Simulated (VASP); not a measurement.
# Sb in VASP: a series of runs, part 2 of 2

VASP 6.6.1. Earlier steps stand in the parts before.

### 3 Single point, PBEsol

This run uses another cell than the first one, of 24.16 Å³/atom.

INCAR reads:

```
SYSTEM = Sb
PREC = Accurate ; ENCUT = 500
EDIFF = 1E-6 ; ISMEAR = -1
SIGMA = 0.05 ; LREAL = .FALSE.
LASPH = .TRUE. ; NELM = 120
ALGO = Normal ; ISIF = 2
LWAVE = .FALSE. ; LCHARG = .FALSE.
GGA = PS ; NBANDS = 8
GGA_COMPAT = .FALSE.
```

KPOINTS reads:

```
Automatic mesh
0
G
  10 10 10
  0 0 0
```

POSCAR reads:

```
Sb
1.0
   -1.7964872508      1.7964872508      1.8713408863
    1.7964872508     -1.7964872508      1.8713408863
    1.7964872508      1.7964872508     -1.8713408863
Sb
1
Direct
    0.0000000000      0.0000000000      0.0000000000
```

Potentials or basis: VASP PAW PBE potentials, release 64 (Sb).

On the command line:

```sh
cat potpaw_PBE.64/Sb/POTCAR > POTCAR
mpirun -np 1 vasp_std > vasp.out
```

OUTCAR:

```text
SYSTEM = Sb
   PREC = Accurate
   ENCUT = 500
   EDIFF = 1E-6
   ISMEAR = -1
   LREAL = .FALSE.
   LASPH = .TRUE.
   NELM = 120
   ISIF = 2
   GGA = PS

 ion  position               nearest neighbor table
   1  0.000  0.000  0.000-

  LATTYP: Found a body centered tetragonal cell.
 ALAT       =     3.5929745016
 C/A-ratio  =     1.0416666667

  Lattice vectors:

 A1 = (  -1.7964872508,   1.7964872508,   1.8713408863)
 A2 = (   1.7964872508,  -1.7964872508,   1.8713408863)
 A3 = (   1.7964872508,   1.7964872508,  -1.8713408863)

Analysis of symmetry for initial positions (statically):
=====================================================================
 Subroutine PRICEL returns:
 Original cell was already a primitive cell.

 Routine SETGRP: Setting up the symmetry group for a
 body centered tetragonal supercell.

 Subroutine GETGRP returns: Found 16 space group operations
 (whereof 16 operations were pure point group operations)
 out of a pool of 16 trial point group operations.

The static configuration has the point symmetry D_4h.

Analysis of symmetry for dynamics (positions and initial velocities):
[... 154 lines left out ...]
  energy without entropy =       -4.33232191  energy(sigma->0) =       -4.33566371

 E-fermi :   9.8066     XC(G=0): -10.8044

 val. band max:        9.8011310165   @ k =  -0.2000  -0.3000   0.1000
 cond. band min:       9.8224392293   @ k =   0.3000   0.1000   0.1000
 fundamental gap:      0.0213082127
 Fermi energy:         9.8065953901

 k-point     1 :       0.0000    0.0000    0.0000
  band No.  band energies     occupation
      1      -3.9688      2.00000
      2      16.0450      0.00000
      3      16.2298      0.00000
      4      16.2298      0.00000
      5      20.6165      0.00000
      6      20.6165      0.00000
      7      21.2982      0.00000
      8      21.3164      0.00000
[... 243 lines left out ...]
 k-point    24 :       0.4000    0.3000    0.0000
  band No.  band energies     occupation
      1       1.5359      2.00000
      2       5.1291      2.00000
      3       6.4086      2.00000
      4      12.3650      0.00000
      5      18.9247      0.00000
      6      20.6524      0.00000
      7      22.5511      0.00000
      8      25.0542      0.00000

 [... further k-points ...]
[... 5 lines left out ...]
  --------------------------------------------------------------------------------------
  -------------------------------------------------------------------------------------
  Total        0.9931796      0.9931796      1.0249881      0.0000000     -0.0000000      0.0000000
  in kB       65.8684094     65.8684094     67.9779743      0.0000000     -0.0000000      0.0000000
  external PRESSURE =      66.5715977 kB  Pullay stress =       0.0000000 kB

 VOLUME and BASIS-vectors are now :
 -----------------------------------------------------------------------------
  energy-cutoff  :      500.00
  volume of cell :       24.16
      direct lattice vectors                 reciprocal lattice vectors
    -1.796487251  1.796487251  1.871340886     0.000000000  0.278320929  0.267188092
     1.796487251 -1.796487251  1.871340886     0.278320929  0.000000000  0.267188092
     1.796487251  1.796487251 -1.871340886     0.278320929  0.278320929  0.000000000

 POSITION                                       TOTAL-FORCE (eV/Angst)
 -----------------------------------------------------------------------------------
      0.00000      0.00000      0.00000         0.000000     -0.000000     -0.000000
 -----------------------------------------------------------------------------------
    total drift:                                0.000000     -0.000000     -0.000000

  FREE ENERGIE OF THE ION-ELECTRON SYSTEM (eV)
  ---------------------------------------------------
  free  energy   TOTEN  =        -4.3390055117 eV

  energy  without entropy=       -4.3323219087  energy(sigma->0) =       -4.33566371
```

Run time: 15 s. Hardware: 1 thread of Intel Xeon 8259CL, shared host; peak memory 0.15 GiB.

What came out:

```
Free energy            : -4.3390 eV
Pressure               : 6.7 GPa
Band gap on the k mesh : zero (an odd number of electrons rules out a gap without spin polarisation)
```

Caveat: the cell stands under pressure; the PAW data sets were made with another functional, which shifts forces and pressure a little; spin-orbit coupling is left out, which moves the levels of the heavy elements.

### 4 Single point, PBEsol

This run uses another cell than the first one, of 25.18 Å³/atom.

INCAR is that of step 3.

KPOINTS reads:

```
regular mesh
0
G
  10 10 10
  0 0 0
```

POSCAR reads:

```
Sb
1.0
   -1.8339140686      1.8339140686      1.8713408863
    1.8339140686     -1.8339140686      1.8713408863
    1.8339140686      1.8339140686     -1.8713408863
Sb
1
Direct
    0.0000000000      0.0000000000      0.0000000000
```

On the command line:

```sh
cat potpaw_PBE.64/Sb/POTCAR > POTCAR
mpirun -np 1 vasp_std > vasp.out
```

Wall time 15 s (1 thread of Intel Xeon 8259CL, shared host); peak memory 0.15 GiB.

Results (log left out):

```yaml
Free_energy: -4.3673 eV
Pressure: 3.0 GPa
Band_gap_on_the_k_mesh: zero (an odd number of electrons rules out a gap without spin polarisation)
```

Stress tensor (GPa, compression positive):
```
2.58 0.00 0.00
0.00 2.58 0.00
0.00 0.00 3.78
```

Levels at points of the mesh, in eV from the Fermi level:
```tsv
k point	band 1	band 2	band 3	band 4	band 5
(0.00, 0.00, 0.00)	-13.39	5.98	6.07	6.07	10.77
(0.50, 0.00, 0.00)	-8.97	-6.04	1.93	4.07	6.76
(0.50, 0.50, 0.00)	-8.85	-5.99	1.70	3.72	6.48
(0.50, 0.50, 0.50)	-5.28	-2.39	-2.02	-2.02	2.75
```

Caveat: the PAW data sets were made with another functional, which shifts forces and pressure a little; spin-orbit coupling is left out, which moves the levels of the heavy elements.

### 5 Overview

| level | potentials or basis | cell | k mesh | cutoff (eV) | grid for exact exchange (PRECFOCK) | share of exact exchange | gap on the mesh (eV) | pressure (GPa) |
| --- | --- | --- | --- | --- | --- | --- | --- | --- |
| PBE0 | VASP PAW PBE potentials, release 64 (Sb_d_GW) | a = 3.284 Å, angles 109.5°, 1 atom | 6 × 6 × 6 | 400 | Normal | 0.25 | none | -2.2 |
| PBEsol | VASP PAW PBE potentials, release 64 (Sb) | a = 3.155 Å, angles 110.6, 110.6, 107.3°, 1 atom | 10 × 10 × 10 | 500 | - | - | none | 6.7 |
| PBEsol | VASP PAW PBE potentials, release 64 (Sb) | a = 3.198 Å, angles 110.0, 110.0, 108.4°, 1 atom | 10 × 10 × 10 | 500 | - | - | none | 3.0 |

Alike in all rows: task single point; no spin polarisation; smearing fermi-dirac 0.05 eV.

Caveats: some runs use coarse meshes; the PAW data sets were made with another functional, which shifts forces and pressure a little; spin-orbit coupling is left out, which moves the levels of the heavy elements; the cell stands under pressure (at least some runs).

Total energies depend on the potentials used, so only differences within one code and one set of settings carry meaning.
